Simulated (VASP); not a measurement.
# Mg16HO15 (a cell with a defect) (H_O) in VASP: relaxation of the atoms with PBE

Aim: the relaxation of the atoms of Mg16HO15 (a cell with a defect) (H_O) with PBE.

Everything below comes from runs of VASP 6.6.1. Logs are shortened: lines on timing, memory, paths and dates and some standing lists are left out, and cuts for length are marked.

## Step 1: The cell of the first run

The cell holds a defect, 32 atoms: a = 7.369 Å, b = 7.369 Å, c = 7.369 Å, α = 109.47°, β = 109.47°, γ = 109.47°.

## Step 2: Relaxation of the atoms, PBE

The input, INCAR:

```
ALGO = Normal ; EDIFF = 1E-6
EDIFFG = -0.03 ; ENCUT = 520
GGA = PE ; IBRION = 2
ISIF = 2 ; ISMEAR = 0
LASPH = T ; LCHARG = F
LREAL = Auto ; LWAVE = F
NELECT = 122.0 ; NELM = 80
NSW = 100 ; PREC = Accurate
SIGMA = 0.01
```

The input, KPOINTS:

```
Automatic mesh
0
Gamma
  1 1 1
  0.25 0.25 0.25
```

The input, POSCAR:

```
Mg16HO15
1.0
   -4.2543812300      4.2543812300      4.2543812300
    4.2543812300     -4.2543812300      4.2543812300
    4.2543812300      4.2543812300     -4.2543812300
Mg O H
16 15 1
Direct
    0.0000000000      0.0000000000      0.0000000000
    0.0000000000      0.2500000000      0.7500000000
    0.0000000000      0.5000000000      0.5000000000
    0.0000000000      0.7500000000      0.2500000000
    0.2500000000      0.0000000000      0.7500000000
    0.2500000000      0.2500000000      0.5000000000
    0.2500000000      0.5000000000      0.2500000000
    0.2500000000      0.7500000000      0.0000000000
    0.5000000000      0.0000000000      0.5000000000
    0.5000000000      0.2500000000      0.2500000000
    0.5000000000      0.5000000000      0.0000000000
    0.5000000000      0.7500000000      0.7500000000
    0.7500000000      0.0000000000      0.2500000000
    0.7500000000      0.2500000000      0.0000000000
    0.7500000000      0.5000000000      0.7500000000
    0.7500000000      0.7500000000      0.5000000000
    0.0000000000      0.0000000000      0.5000000000
    0.0000000000      0.2500000000      0.2500000000
    0.0000000000      0.5000000000      0.0000000000
    0.0000000000      0.7500000000      0.7500000000
    0.2500000000      0.0000000000      0.2500000000
    0.2500000000      0.2500000000      0.0000000000
    0.2500000000      0.5000000000      0.7500000000
    0.2500000000      0.7500000000      0.5000000000
    0.5000000000      0.0000000000      0.0000000000
    0.5000000000      0.2500000000      0.7500000000
    0.5000000000      0.7500000000      0.2500000000
    0.7500000000      0.0000000000      0.7500000000
    0.7500000000      0.2500000000      0.5000000000
    0.7500000000      0.5000000000      0.2500000000
    0.7500000000      0.7500000000      0.0000000000
    0.5000000000      0.5000000000      0.5000000000
```

Potentials or basis: VASP PAW PBE potentials, release 64 (Mg, O, H).

The run is started by

```
> cat potpaw_PBE.64/Mg/POTCAR potpaw_PBE.64/O/POTCAR potpaw_PBE.64/H/POTCAR > POTCAR
> mpirun -np 1 vasp_std > vasp.out
```

OUTCAR:

```text
EDIFF = 1E-6
   EDIFFG = -0.03
   ENCUT = 520
   GGA = PE
   IBRION = 2
   ISIF = 2
   ISMEAR = 0
   LASPH = T
   LREAL = Auto
   NELECT = 122.0
   NELM = 80
   NSW = 100
   PREC = Accurate

 ion  position               nearest neighbor table
   1  0.000  0.000  0.000-  18 2.13  20 2.13  21 2.13  22 2.13  28 2.13  31 2.13  10 3.01  13 3.01
                            14 3.01   2 3.01   4 3.01   5 3.01   6 3.01   7 3.01   8 3.01  16 3.01
   2  0.000  0.250  0.750-  17 2.13  19 2.13  22 2.13  23 2.13  28 2.13  29 2.13  11 3.01  14 3.01
                            15 3.01   1 3.01   3 3.01   5 3.01   6 3.01   7 3.01   8 3.01  13 3.01
   3  0.000  0.500  0.500-  18 2.13  20 2.13  23 2.13  24 2.13  29 2.13  30 2.13  12 3.01  15 3.01
                            16 3.01   2 3.01   4 3.01   5 3.01   6 3.01   7 3.01   8 3.01  14 3.01
   4  0.000  0.750  0.250-  17 2.13  19 2.13  21 2.13  24 2.13  30 2.13  31 2.13   9 3.01  13 3.01
                            16 3.01   1 3.01   3 3.01   5 3.01   6 3.01   7 3.01   8 3.01  15 3.01
   5  0.250  0.000  0.750-  17 2.13  20 2.13  22 2.13  24 2.13  25 2.13  26 2.13  11 3.01  12 3.01
                            14 3.01   1 3.01   2 3.01   6 3.01   8 3.01   9 3.01  10 3.01   4 3.01
   6  0.250  0.250  0.500-  17 2.13  18 2.13  21 2.13  23 2.13  26 2.13  32 2.13  11 3.01  12 3.01
                            15 3.01   2 3.01   3 3.01   5 3.01   7 3.01   9 3.01  10 3.01   1 3.01
   7  0.250  0.500  0.250-  18 2.13  19 2.13  22 2.13  24 2.13  27 2.13  32 2.13  11 3.01  12 3.01
                            16 3.01   3 3.01   4 3.01   6 3.01   8 3.01   9 3.01  10 3.01   2 3.01
   8  0.250  0.750  0.000-  19 2.13  20 2.13  21 2.13  23 2.13  25 2.13  27 2.13  11 3.01  12 3.01
                            13 3.01   1 3.01   4 3.01   5 3.01   7 3.01   9 3.01  10 3.01   3 3.01
   9  0.500  0.000  0.500-  21 2.13  24 2.13  26 2.13  27 2.13  28 2.13  29 2.13  14 3.01  15 3.01
[... 17 lines left out ...]
  19  0.000  0.500  0.000-   2 2.13   4 2.13   7 2.13   8 2.13  14 2.13  15 2.13
  20  0.000  0.750  0.750-   1 2.13   3 2.13   5 2.13   8 2.13  15 2.13  16 2.13
  21  0.250  0.000  0.250-   1 2.13   4 2.13   6 2.13   8 2.13   9 2.13  10 2.13
  22  0.250  0.250  0.000-   1 2.13   2 2.13   5 2.13   7 2.13  10 2.13  11 2.13
[... 8 lines left out ...]
  31  0.750  0.750  0.000-   1 2.13   4 2.13  11 2.13  12 2.13  13 2.13  15 2.13
  32  0.500  0.500  0.500-   6 2.13   7 2.13  10 2.13  12 2.13  15 2.13  16 2.13

  LATTYP: Found a body centered cubic cell.
 ALAT       =     8.5087624600

  Lattice vectors:

 A1 = (  -4.2543812300,   4.2543812300,   4.2543812300)
 A2 = (   4.2543812300,  -4.2543812300,   4.2543812300)
 A3 = (   4.2543812300,   4.2543812300,  -4.2543812300)

Analysis of symmetry for initial positions (statically):
=====================================================================
 Subroutine PRICEL returns:
 Original cell was already a primitive cell.

 Routine SETGRP: Setting up the symmetry group for a
 body centered cubic supercell.

 Subroutine GETGRP returns: Found 48 space group operations
 (whereof 12 operations were pure point group operations)
 out of a pool of 48 trial point group operations.

The static configuration has the point symmetry D_3d.
 The point group associated with its full space group is O_h .

Analysis of symmetry for dynamics (positions and initial velocities):
=====================================================================
 Subroutine PRICEL returns:
 Original cell was already a primitive cell.

 Routine SETGRP: Setting up the symmetry group for a
 body centered cubic supercell.

 Subroutine GETGRP returns: Found 48 space group operations
 (whereof 12 operations were pure point group operations)
 out of a pool of 48 trial point group operations.

The dynamic configuration has the point symmetry D_3d.
 The point group associated with its full space group is O_h .

 Subroutine INISYM returns: Found 48 space group operations
 (whereof 12 operations are pure point group operations),
 and found     1 'primitive' translations

----------------------------------------------------------------------------------------

                                     Primitive cell

  volume of cell :     308.0131

  direct lattice vectors                    reciprocal lattice vectors
    -4.254381230  4.254381230  4.254381230     0.000000000  0.117525904  0.117525904
     4.254381230 -4.254381230  4.254381230     0.117525904  0.000000000  0.117525904
     4.254381230  4.254381230 -4.254381230     0.117525904  0.117525904  0.000000000

  length of vectors
     7.368804445  7.368804445  7.368804445     0.166206727  0.166206727  0.166206727

  position of ions in fractional coordinates (direct lattice)
     0.000000000  0.000000000  0.000000000
     0.000000000  0.250000000  0.750000000
[... 74 lines left out ...]
 Generating k-lattice:

  Cartesian coordinates                     Fractional coordinates (reciprocal lattice)
     0.000000000  0.117525904  0.117525904     1.000000000  0.000000000  0.000000000
     0.117525904  0.000000000  0.117525904     0.000000000  1.000000000  0.000000000
     0.117525904  0.117525904  0.000000000     0.000000000  0.000000000  1.000000000

  Length of vectors
     0.166206727  0.166206727  0.166206727

  Shift w.r.t. Gamma in fractional coordinates (k-lattice)
     0.250000000  0.250000000  0.250000000

 Subroutine IBZKPT returns following result:
 ===========================================

 Found      1 irreducible k-points:

 Following reciprocal coordinates:
            Coordinates               Weight
  0.250000  0.250000  0.250000      2.000000
   k-points           NKPTS =      1   k-points in BZ     NKDIM =      1   number of bands    NBANDS=     78
   number of dos      NEDOS =    301   number of ions     NIONS =     32
   total plane-waves  NPLWV = 175616
   dimension x,y,z NGX =    56 NGY =   56 NGZ =   56
   dimension x,y,z NGXF=   112 NGYF=  112 NGZF=  112
   ions per type =              16  15   1
   NGX,Y,Z   is equivalent  to a cutoff of  12.63, 12.63, 12.63 a.u.
   NGXF,Y,Z  is equivalent  to a cutoff of  25.27, 25.27, 25.27 a.u.
 SYSTEM =  unknown system
   PREC   = accura    normal or accurate (medium, high low for compatibility)
   ISTART =      0    job   : 0-new  1-cont  2-samecut
   ICHARG =      2    charge: 1-file 2-atom 10-const
   ISPIN  =      1    spin polarized calculation?
   LNONCOLLINEAR =      F non collinear calculations
   LSORBIT =      F    spin-orbit coupling
   LASPH  =      T    aspherical Exc in radial PAW
   ENCUT  =  520.0 eV  38.22 Ry    6.18 a.u.  13.70 13.70 13.70*2*pi/ulx,y,z
   NELM   =     80;   NELMIN=  2; NELMDL= -5     # of ELM steps
   EDIFF  = 0.1E-05   stopping-criterion for ELM
   LREAL  =      T    real-space projection
   EDIFFG = -.3E-01   stopping-criterion for IOM
   NSW    =    100    number of steps for IOM
   IBRION =      2    ionic relax: 0-MD 1-quasi-New 2-CG
   NFREE  =      1    steps in history (QN), initial steepest desc. (CG)
   ISIF   =      2    stress and relaxation
   ISYM   =      2    0-nonsym 1-usesym 2-fastsym
   POTIM  = 0.5000    time-step for ionic-motion
   TEBEG  =    0.0;   TEEND  =   0.0 temperature during run
   PSTRESS=    0.0 pullay stress
   NELECT =     122.0000    total number of electrons
   NUPDOWN=      -1.0000    fix difference up-down
   EMIN   =  10.00;   EMAX   =-10.00  energy-range for DOS
   EFERMI =   0.00;   METHOD = LEGACY
   ISMEAR =     0;   SIGMA  =   0.01  broadening in eV -4-tet -1-fermi 0-gaus
   EFERMI_NEDOS =   21; number of points for ismear=-14 and -15
   IALGO  =     38    algorithm
   IMIX   =      4    mixing-type and parameters
     AMIX     =   0.40;   BMIX     =  1.00
     AMIX_MAG =   1.60;   BMIX_MAG =  1.00
  volume/ion in A,a.u.               =       9.63        64.96
  Fermi-wavevector in a.u.,A,eV,Ry     =   1.202278  2.271977 19.666858  1.445473
  Thomas-Fermi vector in A             =   2.338064
   LORBIT       =      0    0 simple, 1 ext, 2 COOP (PROOUT), +10 PAW based schemes
   GGA     = PE    functional components
   LHFCALC =     F    Hartree Fock is set to
   AEXX    =    0.0000 exact exchange contribution
   IVDW    =     0    specifies the selected vdW correction
   LEPSILON=     F    determine dielectric tensor
   LRPA    =     F    only Hartree local field effects (RPA)
 conjugate gradient relaxation of ions
 non-spin polarized calculation
 Gauss-broadening in eV      SIGMA  =   0.01
  energy-cutoff  :      520.00
  volume of cell :      308.01
 maximum number of plane-waves:      8280
 NGX is ok and might be reduce to    54
   NGX = 27   NGY = 27   NGZ = 27

--------------------------------------- Ionic step        1  -------------------------------------------

 number of electron     122.0000056 magnetization

 Free energy of the ion-electron system (eV)
  ---------------------------------------------------
  ext. energy  EPLUGINS =         0.00000000
  ---------------------------------------------------
  free energy    TOTEN  =      -188.91847647 eV

  energy without entropy =     -188.91847647  energy(sigma->0) =     -188.91847647

------------------------ aborting loop because EDIFF is reached ----------------------------------------

  FORCE on cell =-STRESS in cart. coord.  units (eV):
  Direction    XX          YY          ZZ          XY          YZ          ZX
  --------------------------------------------------------------------------------------
  -------------------------------------------------------------------------------------
  Total       -9.2542598     -9.2542598     -9.2542598     -0.0000000      0.0000000      0.0000000
  in kB      -48.1374484    -48.1374484    -48.1374484     -0.0000000      0.0000000      0.0000000
  external PRESSURE =     -48.1374484 kB  Pullay stress =       0.0000000 kB
[... 251 lines left out ...]
--------------------------------------- Ionic step        5  -------------------------------------------

 number of electron     122.0000012 magnetization

 Free energy of the ion-electron system (eV)
  ---------------------------------------------------
  ext. energy  EPLUGINS =         0.00000000
  ---------------------------------------------------
  free energy    TOTEN  =      -189.43582675 eV

  energy without entropy =     -189.43582675  energy(sigma->0) =     -189.43582675

 E-fermi :   2.6036     XC(G=0): -10.7962

 val. band max:        2.5500762392   @ k =   0.2500   0.2500   0.2500
 cond. band min:       8.8975855105   @ k =   0.2500   0.2500   0.2500
 fundamental gap:      6.3475092712
 Fermi energy:         2.6036194852

 k-point     1 :       0.2500    0.2500    0.2500
  band No.  band energies     occupation
      1     -13.7059      2.00000
      2     -13.7059      2.00000
      3     -13.7059      2.00000
      4     -13.4826      2.00000
      5     -13.0475      2.00000
      6     -13.0475      2.00000
[... 65 lines left out ...]
     72      12.2909      0.00000
     73      12.2909      0.00000
 [bands above 73 left out]

------------------------ aborting loop because EDIFF is reached ----------------------------------------

  FORCE on cell =-STRESS in cart. coord.  units (eV):
  Direction    XX          YY          ZZ          XY          YZ          ZX
  --------------------------------------------------------------------------------------
  -------------------------------------------------------------------------------------
  Total       -8.1288782     -8.1288782     -8.1288782     -0.0000000      0.0000000      0.0000000
  in kB      -42.2836037    -42.2836037    -42.2836037     -0.0000000      0.0000000      0.0000000
  external PRESSURE =     -42.2836037 kB  Pullay stress =       0.0000000 kB
[... 47 lines left out ...]
  FREE ENERGIE OF THE ION-ELECTRON SYSTEM (eV)
  ---------------------------------------------------
  free  energy   TOTEN  =      -189.4358267516 eV

  energy  without entropy=     -189.4358267516  energy(sigma->0) =     -189.43582675

 reached required accuracy - stopping structural energy minimisation
```

Run time: 2.9 min. Hardware: 1 thread of Intel Xeon Platinum 8559C (Emerald Rapids), shared host; peak memory 0.46 GiB.

What came out:

```yaml
Free_energy: -189.4358 eV
Energy_gained_by_relaxing: 16.2 meV/atom
Ionic_steps: 5
Largest_force_after_relaxing: 0.004 eV/Å
```

Forces on the atoms (eV/Å):
```
Mg   0.000  0.000  0.000
Mg   0.000  0.000  0.000
Mg   0.000  0.000  0.000
Mg   0.000  0.000  0.000
Mg   0.000  0.000  0.000
Mg   0.000  0.000 -0.004
Mg   0.000 -0.004  0.000
Mg   0.000  0.000  0.000
Mg   0.000  0.000  0.000
Mg  -0.004  0.000  0.000
Mg   0.000  0.000  0.000
Mg   0.004  0.000  0.000
Mg   0.000  0.000  0.000
Mg   0.000  0.000  0.000
Mg   0.000  0.004  0.000
Mg   0.000  0.000  0.004
O    0.000  0.000  0.000
O    0.000 -0.002 -0.002
O    0.000  0.000  0.000
O    0.000  0.002  0.002
O   -0.002  0.000 -0.002
O   -0.002 -0.002  0.000
O    0.002  0.000 -0.002
O    0.002 -0.002  0.000
O    0.000  0.000  0.000
O    0.000  0.002 -0.002
O    0.000 -0.002  0.002
O    0.002  0.000  0.002
O   -0.002  0.002  0.000
O   -0.002  0.000  0.002
O    0.002  0.002  0.000
H    0.000  0.000  0.000
```

Step by step:
| step | energy change (eV) | largest force (eV/Å) | pressure (GPa) |
| --- | --- | --- | --- |
| 1 | 0.0000 | 1.6087 | -4.81 |
| 2 | -0.5117 | 0.0934 | -4.28 |
| 3 | -0.5118 | 0.0888 | -4.27 |
| 4 | -0.5163 | 0.0388 | -4.24 |
| 5 | -0.5174 | 0.0036 | -4.23 |

Final structure:
```xyz
32
Lattice="-4.2544 4.2544 4.2544 4.2544 -4.2544 4.2544 4.2544 4.2544 -4.2544" Properties=species:S:1:pos:R:3 pbc="T T T"
Mg    0.0000    0.0000    0.0000
Mg    4.2544    2.1272   -2.1272
Mg    4.2544    0.0000    0.0000
Mg    4.2544   -2.1272    2.1272
Mg    2.1272    4.2544   -2.1272
Mg    2.1272    2.1272   -0.0857
Mg    2.1272   -0.0857    2.1272
Mg    2.1272   -2.1272    4.2544
Mg    0.0000    4.2544    0.0000
Mg   -0.0857    2.1272    2.1272
Mg    0.0000    0.0000    4.2544
Mg    4.3400    2.1272    2.1272
Mg   -2.1272    4.2544    2.1272
Mg   -2.1272    2.1272    4.2544
Mg    2.1272    4.3400    2.1272
Mg    2.1272    2.1272    4.3400
O     2.1272    2.1272   -2.1272
O     2.1272    0.0181    0.0181
O     2.1272   -2.1272    2.1272
O     2.1272    4.2363    4.2363
O     0.0181    2.1272    0.0181
O     0.0181    0.0181    2.1272
O     4.2363    2.1272    0.0181
O     4.2363    0.0181    2.1272
O    -2.1272    2.1272    2.1272
O     2.1272    4.2363    0.0181
O     2.1272    0.0181    4.2363
O     4.2363    2.1272    4.2363
O     0.0181    4.2363    2.1272
O     0.0181    2.1272    4.2363
O     4.2363    4.2363    2.1272
H     2.1272    2.1272    2.1272
```

Caveat: the k points lie up to 1.04 Å⁻¹ apart; the cell carries a net charge on a neutralising background, which shifts energy and pressure; the cell is charged against a uniform background, so pressure and absolute levels hang on convention.
